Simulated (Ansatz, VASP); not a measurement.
**IrO2: VASP beside Ansatz**

```
CELL_PARAMETERS angstrom
4.52882 0.00000 0.00000
0.00000 4.52882 0.00000
0.00000 0.00000 3.17984
ATOMIC_POSITIONS crystal
Ir 0.00000 0.00000 0.00000
Ir 0.50000 0.50000 0.50000
O 0.30842 0.30842 0.00000
O 0.19158 0.80842 0.50000
O 0.69158 0.69158 0.00000
O 0.80842 0.19158 0.50000
```

Alike in both runs: functional PBE; k mesh 8 × 8 × 12; occupations gaussian, width 0.1 eV; no spin polarisation.

Ansatz relaxed the structure, and its values are those at the end. VASP's run is a single point on that final structure, the one shown.

|  | VASP | Ansatz |
| --- | --- | --- |
| version | VASP 6.6.1 | Ansatz 0.2.0 |
| potentials or method | VASP PAW PBE potentials, release 64 (Ir, O), cutoff 600 eV | scalar-relativistic, plane waves, PAW |
| valence electrons in the cell | 42 | 58 |

|  | VASP | Ansatz | Ansatz less VASP |
| --- | --- | --- | --- |
| gap on the k mesh at the Fermi level (eV) | none | none | - |
| pressure (GPa) | 2.1 | 0.0 | -2.07 |

A gap of «none» marks a metal or a gap that the smearing closes. The functional is the same, so the differences come from potentials, cutoffs and numerics. VASP's potentials hold 42 valence electrons a cell and Ansatz's 58, so a difference there can come from the potentials and not from the codes.

Neither program's run includes spin-orbit coupling.
